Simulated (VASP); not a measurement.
# Te2Mo (P-6m2) in VASP: settings compared

Te2Mo is run at these levels: RPBE+D3(BJ), revPBE+D4; tasks: single point.

Program: VASP 6.6.1. These are calculated values, not measurements. Logs are shortened: lines on timing, memory, paths and dates and some standing lists are left out, and cuts for length are marked.

### Step 1. The cell of the first run

It takes space group P-6m2 (No. 187, hexagonal). The conventional cell has a = 3.137 Å, b = 3.137 Å, c = 19.821 Å, α = 90.00°, β = 90.00°, γ = 120.00°. Within 3.5 Å of Te (site symmetry 3m) lie 3 Mo at 2.62 Å and 9 Te at 3.10 to 3.14 Å. Te (site symmetry 3m) has 3 Mo at 2.62 Å and 7 Te at 3.14 to 3.41 Å within 3.5 Å. Within 3.5 Å of Te (site symmetry 3m) lie 3 Mo at 2.62 Å and 9 Te at 3.10 to 3.14 Å. Mo (site symmetry -6m2) has 6 Te at 2.62 Å and 6 Mo at 3.14 Å within 3.5 Å. Mo (site symmetry 3m) has 6 Te at 2.62 Å and 6 Mo at 3.14 Å within 3.5 Å.

### Step 2. Single point, RPBE+D3(BJ)

INCAR

```
  ALGO = Normal
  EDIFF = 1E-6
  ENCUT = 520
  GGA = RP
  ISIF = 2
  ISMEAR = -1
  IVDW = 12
  LASPH = T
  LCHARG = F
  LREAL = F
  LWAVE = F
  NBANDS = 49
  NELM = 100
  PREC = Accurate
  SIGMA = 0.05
```

KPOINTS

```
k-points
0
Gamma
  7 7 1
```

POSCAR

```
Te2Mo
1.0
    3.1366956625      0.0000000000      0.0000000000
   -1.5683478313      2.7164581277      0.0000000000
    0.0000000000      0.0000000000     19.8210890259
Te Mo
6 3
Direct
    0.0000000000      0.0000000000      0.0956584745
    0.3333333333      0.6666666667      0.4138545593
    0.3333333333      0.6666666667      0.7773700201
    0.3333333333      0.6666666667      0.2226299799
    0.3333333333      0.6666666667      0.5861454407
    0.0000000000      0.0000000000      0.9043415255
    0.3333333333      0.6666666667      0.0000000000
    0.0000000000      0.0000000000      0.3182485640
    0.0000000000      0.0000000000      0.6817514360
```

Potentials or basis: VASP PAW PBE potentials, release 64 (Te, Mo_sv).

The run is started by

```console
> cat potpaw_PBE.64/Te/POTCAR potpaw_PBE.64/Mo_sv/POTCAR > POTCAR
> mpirun -np 1 vasp_std > vasp.out
```

OUTCAR:

```text
EDIFF = 1E-6
   ENCUT = 520
   GGA = RP
   ISIF = 2
   ISMEAR = -1
   IVDW = 12
   LASPH = T
   LREAL = F
   NELM = 100
   PREC = Accurate
 IVDW          = 12

 ion  position               nearest neighbor table
   1  0.000  0.000  0.096-   7 2.62   7 2.62   7 2.62   4 3.10   4 3.10   4 3.10
   2  0.333  0.667  0.414-   8 2.62   8 2.62   8 2.62   5 3.41
   3  0.333  0.667  0.777-   9 2.62   9 2.62   9 2.62   6 3.10   6 3.10   6 3.10
   4  0.333  0.667  0.223-   8 2.62   8 2.62   8 2.62   1 3.10   1 3.10   1 3.10
   5  0.333  0.667  0.586-   9 2.62   9 2.62   9 2.62   2 3.41
   6  0.000  0.000  0.904-   7 2.62   7 2.62   7 2.62   3 3.10   3 3.10   3 3.10
   7  0.333  0.667  0.000-   1 2.62   6 2.62   1 2.62   6 2.62   1 2.62   6 2.62
   8  0.000  0.000  0.318-   2 2.62   2 2.62   2 2.62   4 2.62   4 2.62   4 2.62
   9  0.000  0.000  0.682-   5 2.62   5 2.62   5 2.62   3 2.62   3 2.62   3 2.62

  LATTYP: Found a hexagonal cell.
 ALAT       =     3.1366956625
 C/A-ratio  =     6.3190985542

  Lattice vectors:

 A1 = (   3.1366956625,   0.0000000000,   0.0000000000)
 A2 = (  -1.5683478313,   2.7164581277,   0.0000000000)
 A3 = (   0.0000000000,   0.0000000000,  19.8210890259)

Analysis of symmetry for initial positions (statically):
=====================================================================
 Subroutine PRICEL returns:
 Original cell was already a primitive cell.

 Routine SETGRP: Setting up the symmetry group for a
 hexagonal supercell.

 Subroutine GETGRP returns: Found 12 space group operations
 (whereof 12 operations were pure point group operations)
 out of a pool of 24 trial point group operations.

The static configuration has the point symmetry D_3h.

Analysis of symmetry for dynamics (positions and initial velocities):
=====================================================================
 Subroutine PRICEL returns:
 Original cell was already a primitive cell.

 Routine SETGRP: Setting up the symmetry group for a
 hexagonal supercell.

 Subroutine GETGRP returns: Found 12 space group operations
 (whereof 12 operations were pure point group operations)
 out of a pool of 24 trial point group operations.

The dynamic configuration has the point symmetry D_3h.

 Subroutine INISYM returns: Found 12 space group operations
 (whereof 12 operations are pure point group operations),
[... 95 lines left out ...]
   EDIFFG = 0.1E-04   stopping-criterion for IOM
   NSW    =      0    number of steps for IOM
   IBRION =     -1    ionic relax: 0-MD 1-quasi-New 2-CG
   NFREE  =      0    steps in history (QN), initial steepest desc. (CG)
   ISIF   =      2    stress and relaxation
   ISYM   =      2    0-nonsym 1-usesym 2-fastsym
   POTIM  = 0.5000    time-step for ionic-motion
   TEBEG  =    0.0;   TEEND  =   0.0 temperature during run
   PSTRESS=    0.0 pullay stress
   NELECT =      78.0000    total number of electrons
   NUPDOWN=      -1.0000    fix difference up-down
   EMIN   =  10.00;   EMAX   =-10.00  energy-range for DOS
   EFERMI =   0.00;   METHOD = LEGACY
   ISMEAR =    -1;   SIGMA  =   0.05  broadening in eV -4-tet -1-fermi 0-gaus
   EFERMI_NEDOS =   21; number of points for ismear=-14 and -15
   IALGO  =     38    algorithm
   IMIX   =      4    mixing-type and parameters
     AMIX     =   0.40;   BMIX     =  1.00
     AMIX_MAG =   1.60;   BMIX_MAG =  1.00
  volume/ion in A,a.u.               =      18.77       126.64
  Fermi-wavevector in a.u.,A,eV,Ry     =   1.265432  2.391319 21.787248  1.601318
  Thomas-Fermi vector in A             =   2.398685
   LORBIT       =      0    0 simple, 1 ext, 2 COOP (PROOUT), +10 PAW based schemes
   GGA     = RP    functional components
   LHFCALC =     F    Hartree Fock is set to
   AEXX    =    0.0000 exact exchange contribution
   IVDW    =    12    specifies the selected vdW correction
   LEPSILON=     F    determine dielectric tensor
   LRPA    =     F    only Hartree local field effects (RPA)
 non-spin polarized calculation
  energy-cutoff  :      520.00
  volume of cell :      168.89
 maximum number of plane-waves:      4578
 NGX is ok and might be reduce to    24
   NGX = 11   NGY = 11   NGZ = 73

 number of electron      78.0000003 magnetization

 Free energy of the ion-electron system (eV)
  ---------------------------------------------------
  ext. energy  EPLUGINS =         0.00000000
  ---------------------------------------------------
  free energy    TOTEN  =       -43.33954337 eV

  energy without entropy =      -43.31161065  energy(sigma->0) =      -43.32557701

 E-fermi :  13.0946     XC(G=0): -11.9215

 val. band max:       13.0852045392   @ k =   0.2857   0.2857   0.0000
 cond. band min:      13.1448855402   @ k =   0.2857   0.1429   0.0000
 fundamental gap:      0.0596810010
 Fermi energy:        13.0945612899

 k-point     1 :       0.0000    0.0000    0.0000
  band No.  band energies     occupation
      1     -47.8872      2.00000
      2     -47.8828      2.00000
      3     -47.8828      2.00000
      4     -22.3184      2.00000
      5     -22.3184      2.00000
      6     -22.2971      2.00000
[... 405 lines left out ...]
     48      15.7885      0.00000
     49      16.9106      0.00000

------------------------ aborting loop because EDIFF is reached ----------------------------------------

 Edisp (eV)  -34.84843

 E8    (eV) :   -23.5657

  FORCE on cell =-STRESS in cart. coord.  units (eV):
  Direction    XX          YY          ZZ          XY          YZ          ZX
  --------------------------------------------------------------------------------------
  -------------------------------------------------------------------------------------
  Total      -0.13330    -0.13330    -0.15797     0.00000    -0.00000    -0.00000
  in kB      -1.26451    -1.26451    -1.49860     0.00000    -0.00000    -0.00000
  external pressure =       -1.34 kB  Pullay stress =        0.00 kB

 VOLUME and BASIS-vectors are now :
 -----------------------------------------------------------------------------
  energy-cutoff  :      520.00
  volume of cell :      168.89
      direct lattice vectors                 reciprocal lattice vectors
     3.136695663  0.000000000  0.000000000     0.318806830  0.184063209  0.000000000
    -1.568347831  2.716458128  0.000000000     0.000000000  0.368126418  0.000000000
     0.000000000  0.000000000 19.821089026     0.000000000  0.000000000  0.050451315

 POSITION                                       TOTAL-FORCE (eV/Angst)
 -----------------------------------------------------------------------------------
      0.00000      0.00000      1.89606         0.000000     -0.000000      0.011075
     -0.00000      1.81097      8.20305        -0.000000      0.000000      0.002045
     -0.00000      1.81097     15.40832         0.000000     -0.000000      0.010662
     -0.00000      1.81097      4.41277         0.000000     -0.000000     -0.010662
     -0.00000      1.81097     11.61804        -0.000000      0.000000     -0.002045
      0.00000      0.00000     17.92503         0.000000     -0.000000     -0.011075
     -0.00000      1.81097      0.00000        -0.000000     -0.000000      0.000000
      0.00000      0.00000      6.30803        -0.000000     -0.000000     -0.003156
      0.00000      0.00000     13.51306         0.000000     -0.000000      0.003156
 -----------------------------------------------------------------------------------
    total drift:                                0.000001     -0.000000     -0.000000

  FREE ENERGIE OF THE ION-ELECTRON SYSTEM (eV)
  ---------------------------------------------------
  free  energy   TOTEN  =       -78.1879764366 eV

  energy  without entropy=      -78.1600437202  energy(sigma->0) =      -78.17401008
```

OSZICAR:

```text
N       E                     dE             d eps       ncg     rms          rms(c)
DAV:   1     0.729020005964E+03    0.72902E+03   -0.40799E+04   848   0.148E+03
DAV:   2    -0.378667360508E+01   -0.73281E+03   -0.71110E+03   936   0.378E+02
DAV:   3    -0.440830535385E+02   -0.40296E+02   -0.39115E+02   973   0.797E+01
[... 13 lines left out ...]
DAV:  17    -0.433395477607E+02    0.13528E-04   -0.16254E-05   910   0.180E-02    0.846E-02
DAV:  18    -0.433395466719E+02    0.10888E-05   -0.14651E-06   536   0.424E-03    0.765E-02
DAV:  19    -0.433395448150E+02    0.18569E-05   -0.36917E-06   725   0.784E-03    0.474E-02
DAV:  20    -0.433395433493E+02    0.14657E-05   -0.96674E-06   894   0.132E-02    0.103E-02
DAV:  21    -0.433395433668E+02   -0.17436E-07   -0.96958E-07   460   0.343E-03
   1 F= -.78187976E+02 E0= -.78174010E+02  d E =-.279327E-01
```

stdout:

```text
POSCAR found type information on POSCAR TeMo
 POSCAR found :  2 types and       9 ions
 scaLAPACK will be used
 -----------------------------------------------------------------------------
|                                                                             |
|                                                                             |
|     You enforced a specific xc type in the INCAR file but a different       |
|     I HOPE YOU KNOW WHAT YOU ARE DOING!                                     |
|                                                                             |
 -----------------------------------------------------------------------------

 LDA part: xc-table for (Slater+PW92), standard interpolation
 POSCAR, INCAR and KPOINTS ok, starting setup
 FFT: planning ... GRIDC
 FFT: planning ... GRID_SOFT
 FFT: planning ... GRID
 WAVECAR not read
 entering main loop
```

It took 72 s on 1 thread of AMD EPYC 9R45 (Zen 5), shared host; peak memory 0.27 GiB.

Results:

| Property | Result |
| --- | --- |
| Free energy | -78.1880 eV |
| Pressure | -0.1 GPa |
| Largest force | 0.011 eV/Å |
| Band gap on the k mesh | zero (band 39 reaches 13.32 eV, above the bottom of band 40 at 13.09 eV) |
| Dispersion energy per atom | -3.872 eV |

Forces in eV/Å, atoms in the order of the input:
```
Te   0.000  0.000  0.011
Te   0.000  0.000  0.002
Te   0.000  0.000  0.011
Te   0.000  0.000 -0.011
Te   0.000  0.000 -0.002
Te   0.000  0.000 -0.011
Mo   0.000  0.000  0.000
Mo   0.000  0.000 -0.003
Mo   0.000  0.000  0.003
```

Levels at points of the mesh, in eV from the Fermi level:
| k point | band 36 | band 37 | band 38 | band 39 | band 40 | band 41 | band 42 | band 43 |
| --- | --- | --- | --- | --- | --- | --- | --- | --- |
| (0.00, 0.00, 0.00) | -0.83 | -0.83 | -0.29 | -0.05 | 3.44 | 3.44 | 3.46 | 3.46 |

Caveat: the PAW data sets were made with another functional, which shifts forces and pressure a little; spin-orbit coupling is left out, which moves the levels of the heavy elements; pairwise dispersion overbinds metals, which lowers pressure and volume.

### Step 3. Single point, revPBE+D4

This run uses another cell than the first one, of 35.35 Å³/atom, 1.884 times its volume.

INCAR

```
SYSTEM = Te2Mo
  ALGO = Normal
  EDIFF = 1E-6
  ENCUT = 520
  GGA = RE
  ISIF = 2
  ISMEAR = -1
  IVDW = 13
  LASPH = .TRUE.
  LCHARG = .FALSE.
  LREAL = .FALSE.
  LWAVE = .FALSE.
  NBANDS = 49
  NELM = 80
  PREC = Accurate
  SIGMA = 0.05
```

KPOINTS

```
k-points
0
G
  9 9 1
  0 0 0
```

POSCAR

```
Te2Mo
1.0
    3.4890768596      0.0000000000      0.0000000000
   -1.7445384298      3.0216291961      0.0000000000
    0.0000000000      0.0000000000     30.1776071159
Te Mo
6 3
Direct
    0.0000000000      0.0000000000      0.0602607309
    0.3333333333      0.6666666667      0.2846623059
    0.3333333333      0.6666666667      0.8359483874
    0.3333333333      0.6666666667      0.1640516126
    0.3333333333      0.6666666667      0.7153376941
    0.0000000000      0.0000000000      0.9397392691
    0.3333333333      0.6666666667      0.0000000000
    0.0000000000      0.0000000000      0.2243800267
    0.0000000000      0.0000000000      0.7756199733
```

Potentials or basis: VASP PAW PBE potentials, release 64 (Te, Mo_sv).

The run is started by

```console
> cat potpaw_PBE.64/Te/POTCAR potpaw_PBE.64/Mo_sv/POTCAR > POTCAR
> mpirun -np 1 vasp_std > vasp.out
```

It took 3.1 min on 1 thread of Intel Xeon 6975P-C (Granite Rapids), shared host; peak memory 0.48 GiB.

Results (log left out):

| Item | Value |
| --- | --- |
| Free energy | -58.2743 eV |
| Largest force | 0.007 eV/Å |
| Band gap on the k mesh | 0.73 eV, indirect (least direct gap 1.13 eV) |
| Dispersion energy per atom | -0.862 eV |

Forces on the atoms (eV/Å):
```
Te   0.000  0.000  0.003
Te   0.000  0.000  0.007
Te   0.000  0.000 -0.005
Te   0.000  0.000  0.005
Te   0.000  0.000 -0.007
Te   0.000  0.000 -0.003
Mo   0.000  0.000  0.000
Mo   0.000  0.000  0.003
Mo   0.000  0.000 -0.003
```

Levels at points of the mesh, in eV from the valence-band top:
```tsv
k point	band 35	band 36	band 37	band 38	band 39	band 40	band 41	band 42	band 43	band 44
(0.00, 0.00, 0.00)	-1.05	-1.04	-1.04	-0.04	0.00	2.85	2.85	2.91	2.91	3.03
```

Caveat: the PAW data sets were made with another functional, which shifts forces and pressure a little; spin-orbit coupling is left out, which moves the levels of the heavy elements.
